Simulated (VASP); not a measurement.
Na2TlHgF6: single point with PBE

Na2TlHgF6:

```
CELL_PARAMETERS angstrom
0.00000 4.83135 4.55503
4.83135 0.00000 4.55503
4.83135 4.83135 0.00000
ATOMIC_POSITIONS crystal
Na 0.74934 0.74934 0.75066
Na 0.24934 0.24934 0.25066
Tl 0.00419 0.00419 0.99581
Hg 0.51549 0.51549 0.48451
F 0.74596 0.24200 0.25404
F 0.25123 0.25123 0.74877
F 0.24200 0.74596 0.75800
F 0.24200 0.74596 0.25404
F 0.74596 0.24200 0.75800
F 0.75447 0.75447 0.24553
```

This cell differs from its parent crystal: strained and its atoms moved.

- Program: VASP 6.6.1
- Task: single point
- Functional: PBE
- Potentials or basis: VASP PAW PBE potentials, release 64 (Na_pv, Tl_d, Hg, F)
- Cutoff: 520 eV
- k mesh: 6 × 6 × 6
- Occupations: gaussian, width 0.1 eV
- Spin: no spin polarisation
- Dipole correction: no
- Further INCAR settings: ALGO = Normal; EDIFF = 1e-06; NBANDS = 52

```
Pressure               : -2.9 GPa
Largest force          : 1.243 eV/Å
Band gap on the k mesh : zero (an odd number of electrons rules out a gap without spin polarisation)
```

Forces in eV/Å, atoms in the order of the input:
```
Na   0.000  0.000  0.098
Na   0.000  0.000  0.098
Tl   0.000  0.000  0.041
Hg   0.000  0.000 -1.243
F   -0.017  0.000  0.065
F    0.000  0.000  0.496
F    0.017  0.000  0.065
F    0.000 -0.017  0.065
F    0.000  0.017  0.065
F    0.000  0.000  0.251
```

Stress tensor (GPa, compression positive):
```
-4.02  0.00  0.00
 0.00 -4.02  0.00
 0.00  0.00 -0.78
```

Levels at points of the mesh, in eV from the Fermi level:
```
           k point  band 38  band 39  band 40  band 41  band 42  band 43
(0.00, 0.00, 0.00)    -2.93    -2.25    -2.08    -1.93     2.68     3.50
(0.50, 0.00, 0.00)    -3.03    -2.77    -2.72     0.02     1.01     3.82
(0.50, 0.50, 0.00)    -3.06    -2.93    -2.25     0.65     1.80     3.43
(0.50, 0.00, 0.50)    -3.04    -3.02    -2.13     0.25     2.07     3.13
```

Run time: 4.4 min on 1 thread of AMD EPYC 9R45 96-Core Processor (Zen 5) (shared host), peak memory 0.52 GiB.

Caveat: the cell differs from its parent crystal (strained and its atoms moved); spin-orbit coupling is left out, which moves the levels of the heavy elements; an odd number of electrons without spin polarisation forces a metal; a magnetic or distorted state may lie lower.
